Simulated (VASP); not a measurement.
A run of VASP 6.6.1:

INCAR

```
SYSTEM = Ge2Sb2Se
  PREC = Accurate
  ENCUT = 600
  EDIFF = 1E-6
  ISMEAR = 0
  SIGMA = 0.1
  LREAL = .FALSE.
  LASPH = .TRUE.
  NELM = 100
  ALGO = Normal
  ISIF = 3
  LWAVE = .FALSE.
  LCHARG = .FALSE.
  GGA = PE
  IBRION = 2
  NSW = 90
  EDIFFG = -0.04
```

File KPOINTS:

```
regular mesh
0
G
  6 6 2
  0 0 0
```

The input POSCAR:

```
Ge2Sb2Se
1.0
    4.5227314700      0.0000000000      0.0000000000
   -2.2613657300      3.9168003500      0.0000000000
    0.0000000000      0.0000000000      7.5295549500
Ge Sb Se
2 2 1
Direct
    0.3333333300      0.6666666700      0.2549040000
    0.6666666700      0.3333333300      0.7450960000
    0.3333333300      0.6666666700      0.6336119800
    0.6666666700      0.3333333300      0.3663880200
    0.0000000000      0.0000000000      0.0000000000
```

Potentials or basis: VASP PAW PBE potentials, release 64 (Ge_d, Sb, Se).

Run with:

```sh
$ cat potpaw_PBE.64/Ge_d/POTCAR potpaw_PBE.64/Sb/POTCAR potpaw_PBE.64/Se/POTCAR > POTCAR
$ mpirun -np 1 vasp_std > vasp.out
```

Hardware: 1 thread of Intel(R) Xeon(R) Platinum 8488C (Sapphire Rapids), on a shared host.

Problem. How long does it take, and how much memory?

Solution. Run time: 8.8 min on 1 thread of Intel(R) Xeon(R) Platinum 8488C (Sapphire Rapids), on a shared host, peak memory 0.31 GiB. Counts: scf iterations 132, k points 14, ion steps 16.
